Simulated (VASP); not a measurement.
# Co (P6_3/mmc) in VASP: further runs

Runs on Co. Level: PBE. Tasks: single point.

Program: VASP 6.6.1. These are calculated values, not measurements. Logs are shortened: lines on timing, memory, paths and dates and some standing lists are left out, and cuts for length are marked.

### 1 The cell of the first run

It takes space group P6_3/mmc (No. 194, hexagonal). Conventional cell: a = 2.494 Å, b = 2.494 Å, c = 4.028 Å, α = 90.00°, β = 90.00°, γ = 120.00°. Co (site symmetry -6m2) has 12 Co at 2.48 to 2.49 Å within 3.3 Å.

### 2 Single point, PBE, collinear spin, ferromagnetic start

The input, INCAR:

```
SYSTEM = Co
ALGO = Normal
EDIFF = 1E-7
ENCUT = 520
GGA = PE
ISIF = 2
ISMEAR = -1
ISPIN = 2
LASPH = .True.
LCHARG = .False.
LMAXMIX = 4
LORBIT = 11
LREAL = .False.
LWAVE = .False.
MAGMOM = 1.69 1.69
NBANDS = 20
NELM = 150
PREC = Accurate
SIGMA = 0.05
```

The input, KPOINTS:

```
k-points
0
Gamma
  5 5 3
  0 0 0
```

The input, POSCAR:

```
Co
1.0
    2.4935221926      0.0000000000      0.0000000000
   -1.2467610963      2.1594535637      0.0000000000
    0.0000000000      0.0000000000      4.0277844638
Co
2
Direct
    0.3333333333      0.6666666667      0.2500000000
    0.6666666667      0.3333333333      0.7500000000
```

Potentials or basis: VASP PAW PBE potentials, release 64 (Co).

Started as:

```sh
cat potpaw_PBE.64/Co/POTCAR > POTCAR
mpirun -np 1 vasp_std > vasp.out
```

OUTCAR:

```text
SYSTEM = Co
   EDIFF = 1E-7
   ENCUT = 520
   GGA = PE
   ISIF = 2
   ISMEAR = -1
   ISPIN = 2
   LASPH = .True.
   LORBIT = 11
   LREAL = .False.
   NELM = 150
   PREC = Accurate

 ion  position               nearest neighbor table
   1  0.333  0.667  0.250-   2 2.48   2 2.48   2 2.48   2 2.48   2 2.48   2 2.48
   2  0.667  0.333  0.750-   1 2.48   1 2.48   1 2.48   1 2.48   1 2.48   1 2.48

  LATTYP: Found a hexagonal cell.
 ALAT       =     2.4935221926
 C/A-ratio  =     1.6152992244

  Lattice vectors:

 A1 = (   2.4935221926,   0.0000000000,   0.0000000000)
 A2 = (  -1.2467610963,   2.1594535637,   0.0000000000)
 A3 = (   0.0000000000,   0.0000000000,   4.0277844638)

Analysis of symmetry for initial positions (statically):
=====================================================================
 Subroutine PRICEL returns:
 Original cell was already a primitive cell.

 Routine SETGRP: Setting up the symmetry group for a
 hexagonal supercell.

 Subroutine GETGRP returns: Found 24 space group operations
 (whereof 12 operations were pure point group operations)
 out of a pool of 24 trial point group operations.

The static configuration has the point symmetry D_3d.
 The point group associated with its full space group is D_6h.

Analysis of symmetry for dynamics (positions and initial velocities):
=====================================================================
 Subroutine PRICEL returns:
 Original cell was already a primitive cell.

 Routine SETGRP: Setting up the symmetry group for a
 hexagonal supercell.

 Subroutine GETGRP returns: Found 24 space group operations
 (whereof 12 operations were pure point group operations)
 out of a pool of 24 trial point group operations.

The dynamic configuration has the point symmetry D_3d.
 The point group associated with its full space group is D_6h.

Analysis of structural, dynamic, and magnetic symmetry:
=====================================================================
 Subroutine PRICEL returns:
 Original cell was already a primitive cell.

 Routine SETGRP: Setting up the symmetry group for a
 hexagonal supercell.

 Subroutine GETGRP returns: Found 24 space group operations
 (whereof 12 operations were pure point group operations)
 out of a pool of 24 trial point group operations.

The overall configuration has the point symmetry D_3d.
 The point group associated with its full space group is D_6h.

 Subroutine INISYM returns: Found 24 space group operations
 (whereof 12 operations are pure point group operations),
 and found     1 'primitive' translations

----------------------------------------------------------------------------------------

                                     Primitive cell

  volume of cell :      21.6882

  direct lattice vectors                    reciprocal lattice vectors
     2.493522193  0.000000000  0.000000000     0.401039142  0.231540056  0.000000000
    -1.246761096  2.159453564  0.000000000     0.000000000  0.463080113  0.000000000
     0.000000000  0.000000000  4.027784464     0.000000000  0.000000000  0.248275450

  length of vectors
     2.493522193  2.493522193  4.027784464     0.463080113  0.463080113  0.248275450

  position of ions in fractional coordinates (direct lattice)
     0.333333333  0.666666667  0.250000000
     0.666666667  0.333333333  0.750000000

  ion indices of the primitive-cell ions
   primitive index   ion index
                 1           1
                 2           2

----------------------------------------------------------------------------------------

 KPOINTS: k-points

Automatic generation of k-mesh.
 Grid dimensions read from file:
 generate k-points for:    5    5    3

 Generating k-lattice:

  Cartesian coordinates                     Fractional coordinates (reciprocal lattice)
     0.080207828  0.046308011  0.000000000     0.200000000  0.000000000  0.000000000
     0.000000000  0.092616023  0.000000000     0.000000000  0.200000000  0.000000000
     0.000000000  0.000000000  0.082758483     0.000000000  0.000000000  0.333333333

  Length of vectors
     0.092616023  0.092616023  0.082758483

  Shift w.r.t. Gamma in fractional coordinates (k-lattice)
     0.000000000  0.000000000  0.000000000

 Subroutine IBZKPT returns following result:
 ===========================================

 Found     10 irreducible k-points:

 Following reciprocal coordinates:
            Coordinates               Weight
  0.000000  0.000000  0.000000      1.000000
  0.200000 -0.000000  0.000000      6.000000
  0.400000 -0.000000  0.000000      6.000000
  0.200000  0.200000  0.000000      6.000000
  0.400000  0.200000  0.000000      6.000000
  0.000000  0.000000  0.333333      2.000000
  0.200000 -0.000000  0.333333     12.000000
  0.400000 -0.000000  0.333333     12.000000
  0.200000  0.200000  0.333333     12.000000
  0.400000  0.200000  0.333333     12.000000
   k-points           NKPTS =     10   k-points in BZ     NKDIM =     10   number of bands    NBANDS=     20
   number of dos      NEDOS =    301   number of ions     NIONS =      2
   total plane-waves  NPLWV =  12000
   dimension x,y,z NGX =    20 NGY =   20 NGZ =   30
   dimension x,y,z NGXF=    40 NGYF=   40 NGZF=   60
   ions per type =               2
   NGX,Y,Z   is equivalent  to a cutoff of  13.33, 13.33, 12.38 a.u.
   NGXF,Y,Z  is equivalent  to a cutoff of  26.67, 26.67, 24.76 a.u.
 SYSTEM =  Co
   PREC   = accura    normal or accurate (medium, high low for compatibility)
   ISTART =      0    job   : 0-new  1-cont  2-samecut
   ICHARG =      2    charge: 1-file 2-atom 10-const
   ISPIN  =      2    spin polarized calculation?
   LNONCOLLINEAR =      F non collinear calculations
   LSORBIT =      F    spin-orbit coupling
   LASPH  =      T    aspherical Exc in radial PAW
   ENCUT  =  520.0 eV  38.22 Ry    6.18 a.u.   4.64  4.64  7.49*2*pi/ulx,y,z
   NELM   =    150;   NELMIN=  2; NELMDL= -5     # of ELM steps
   EDIFF  = 0.1E-06   stopping-criterion for ELM
   LREAL  =      F    real-space projection
   EDIFFG = 0.1E-05   stopping-criterion for IOM
   NSW    =      0    number of steps for IOM
   IBRION =     -1    ionic relax: 0-MD 1-quasi-New 2-CG
   NFREE  =      0    steps in history (QN), initial steepest desc. (CG)
   ISIF   =      2    stress and relaxation
   ISYM   =      2    0-nonsym 1-usesym 2-fastsym
   POTIM  = 0.5000    time-step for ionic-motion
   TEBEG  =    0.0;   TEEND  =   0.0 temperature during run
   PSTRESS=    0.0 pullay stress
   NELECT =      18.0000    total number of electrons
   NUPDOWN=      -1.0000    fix difference up-down
   EMIN   =  10.00;   EMAX   =-10.00  energy-range for DOS
   EFERMI =   0.00;   METHOD = LEGACY
   ISMEAR =    -1;   SIGMA  =   0.05  broadening in eV -4-tet -1-fermi 0-gaus
   EFERMI_NEDOS =   21; number of points for ismear=-14 and -15
   IALGO  =     38    algorithm
   IMIX   =      4    mixing-type and parameters
     AMIX     =   0.40;   BMIX     =  1.00
     AMIX_MAG =   1.60;   BMIX_MAG =  1.00
  volume/ion in A,a.u.               =      10.84        73.18
  Fermi-wavevector in a.u.,A,eV,Ry     =   1.538478  2.907301 32.203818  2.366914
  Thomas-Fermi vector in A             =   2.644841
   LORBIT       =     11    0 simple, 1 ext, 2 COOP (PROOUT), +10 PAW based schemes
   GGA     = PE    functional components
   LHFCALC =     F    Hartree Fock is set to
   AEXX    =    0.0000 exact exchange contribution
   IVDW    =     0    specifies the selected vdW correction
   LEPSILON=     F    determine dielectric tensor
   LRPA    =     F    only Hartree local field effects (RPA)
 spin polarized calculation
  energy-cutoff  :      520.00
  volume of cell :       21.69
 maximum number of plane-waves:       593
 NGX is ok and might be reduce to    20
   NGX =  9   NGY =  9   NGZ = 15

 number of electron      17.9999996 magnetization       3.5442558

 Free energy of the ion-electron system (eV)
  ---------------------------------------------------
  ext. energy  EPLUGINS =         0.00000000
  ---------------------------------------------------
  free energy    TOTEN  =       -14.02557104 eV

  energy without entropy =      -14.01375907  energy(sigma->0) =      -14.01966505

 E-fermi :  10.2272     XC(G=0): -13.4098

 val. band max:       10.1808734079   @ k =   0.0000   0.0000   0.0000
 cond. band min:      10.3305568146   @ k =   0.2000  -0.0000   0.0000
 fundamental gap:      0.1496834067
 Fermi energy:        10.2272214044

 spin component 1

 k-point     1 :       0.0000    0.0000    0.0000
  band No.  band energies     occupation
      1       1.2863      1.00000
      2       5.0632      1.00000
      3       7.5851      1.00000
      4       7.6118      1.00000
      5       7.6118      1.00000
      6       7.9245      1.00000
[... 12 lines left out ...]
     19      36.0701      0.00000
     20      36.0701      0.00000
[... 185 lines left out ...]
 k-point    10 :       0.4000    0.2000    0.3333
  band No.  band energies     occupation
      1       5.6002      1.00000
      2       6.0684      1.00000
      3       6.4091      1.00000
      4       6.9018      1.00000
      5       7.0477      1.00000
      6       7.8814      1.00000
[... 12 lines left out ...]
     19      34.7390      0.00000
     20      37.1990      0.00000
 Fermi energy:        10.2272214044

 spin component 2

 k-point     1 :       0.0000    0.0000    0.0000
  band No.  band energies     occupation
      1       1.4120      1.00000
      2       6.1236      1.00000
      3       9.2944      1.00000
      4       9.3788      1.00000
      5       9.3788      1.00000
      6       9.7458      0.99993
[... 12 lines left out ...]
     19      36.4950      0.00000
     20      36.4950      0.00000
[... 185 lines left out ...]
 k-point    10 :       0.4000    0.2000    0.3333
  band No.  band energies     occupation
      1       6.8216      1.00000
      2       7.2571      1.00000
      3       7.8370      1.00000
      4       8.2060      1.00000
      5       8.6331      1.00000
      6       9.2354      1.00000
[... 12 lines left out ...]
     19      35.0730      0.00000
     20      37.4676      0.00000

------------------------ aborting loop because EDIFF is reached ----------------------------------------

  FORCE on cell =-STRESS in cart. coord.  units (eV):
  Direction    XX          YY          ZZ          XY          YZ          ZX
  --------------------------------------------------------------------------------------
  -------------------------------------------------------------------------------------
  Total        0.4904913      0.4904913     -0.1826029      0.0000000      0.0000000      0.0000000
  in kB       36.2341885     36.2341885    -13.4894714      0.0000000      0.0000000      0.0000000
  external PRESSURE =      19.6596352 kB  Pullay stress =       0.0000000 kB

 VOLUME and BASIS-vectors are now :
 -----------------------------------------------------------------------------
  energy-cutoff  :      520.00
  volume of cell :       21.69
      direct lattice vectors                 reciprocal lattice vectors
     2.493522193  0.000000000  0.000000000     0.401039142  0.231540056  0.000000000
    -1.246761096  2.159453564  0.000000000     0.000000000  0.463080113  0.000000000
     0.000000000  0.000000000  4.027784464     0.000000000  0.000000000  0.248275450

 POSITION                                       TOTAL-FORCE (eV/Angst)
 -----------------------------------------------------------------------------------
     -0.00000      1.43964      1.00695        -0.000000      0.000000      0.000000
      1.24676      0.71982      3.02084         0.000000     -0.000000      0.000000
 -----------------------------------------------------------------------------------
    total drift:                               -0.000000      0.000000     -0.000000

  FREE ENERGIE OF THE ION-ELECTRON SYSTEM (eV)
  ---------------------------------------------------
  free  energy   TOTEN  =       -14.0255710370 eV

  energy  without entropy=      -14.0137590700  energy(sigma->0) =      -14.01966505

 total charge

# of ion       s       p       d       tot
------------------------------------------
    1        0.493   0.528   7.251   8.272
    2        0.493   0.528   7.251   8.272
--------------------------------------------------
tot          0.986   1.056  14.501  16.543

 magnetization (x)

# of ion       s       p       d       tot
------------------------------------------
    1       -0.005  -0.017   1.794   1.772
    2       -0.005  -0.017   1.794   1.772
--------------------------------------------------
tot         -0.011  -0.034   3.587   3.543
```

Run time: 7.3 s. Hardware: 1 thread of Intel Xeon 6975P-C (Granite Rapids), shared host; peak memory 0.14 GiB.

Results:

```yaml
Free_energy: -14.0256 eV
Pressure: 2.0 GPa
Net_moment: 3.54 μB per cell
Site_moments: Co +1.77 μB
Valence_electrons_inside_the_program's_atomic_spheres: Co 8.27
```

Caveat: the k points lie up to 0.58 Å⁻¹ apart.

### 3 Single point, PBE, collinear spin, ferromagnetic start

The input, INCAR:

```
PREC = Accurate
ENCUT = 520
EDIFF = 1E-6
ISMEAR = -1
SIGMA = 0.05
LREAL = False
LASPH = True
NELM = 150
ALGO = Normal
ISIF = 2
LWAVE = False
LCHARG = False
ISPIN = 2
MAGMOM = 1.69 1.69
LORBIT = 11
LMAXMIX = 4
GGA = PE
NBANDS = 20
```

The input, KPOINTS:

```
regular mesh
0
Gamma
  7 7 4
```

POSCAR is that of step 2.

Potentials or basis: VASP PAW PBE potentials, release 64 (Co).

Started as:

```sh
cat potpaw_PBE.64/Co/POTCAR > POTCAR
mpirun -np 1 vasp_std > vasp.out
```

It took 12 s on 1 thread of Intel Xeon 6975P-C (Granite Rapids), shared host; peak memory 0.14 GiB.

The run converged. Its results:

```
Free energy                                           : -14.0450 eV
Pressure                                              : -0.8 GPa
Net moment                                            : 3.16 μB per cell
Site moments                                          : Co +1.60 μB
Valence electrons inside the program's atomic spheres : Co 8.27
```

Stress tensor (GPa, compression positive):
```
-0.74  0.00  0.00
 0.00 -0.74  0.00
 0.00  0.00 -0.83
```

Levels at points of the mesh, in eV from the Fermi level:
Spin up:
```csv
k point,band 9,band 10,band 11,band 12,band 13,band 14
"(0.00, 0.00, 0.00)",-1.92,-0.82,-0.82,-0.06,6.37,21.95
"(0.00, 0.00, 0.50)",-1.13,-1.13,-1.13,-1.13,15.05,15.05
```
Spin down:
| k point | band 5 | band 6 | band 7 | band 8 | band 9 | band 10 | band 11 | band 12 |
| --- | --- | --- | --- | --- | --- | --- | --- | --- |
| (0.00, 0.00, 0.00) | -0.99 | -0.62 | -0.62 | -0.20 | -0.20 | -0.12 | 1.02 | 1.02 |
| (0.00, 0.00, 0.50) | -1.06 | -1.06 | -1.06 | -1.06 | 0.68 | 0.68 | 0.68 | 0.68 |

Caveat: the k points lie up to 0.42 Å⁻¹ apart.
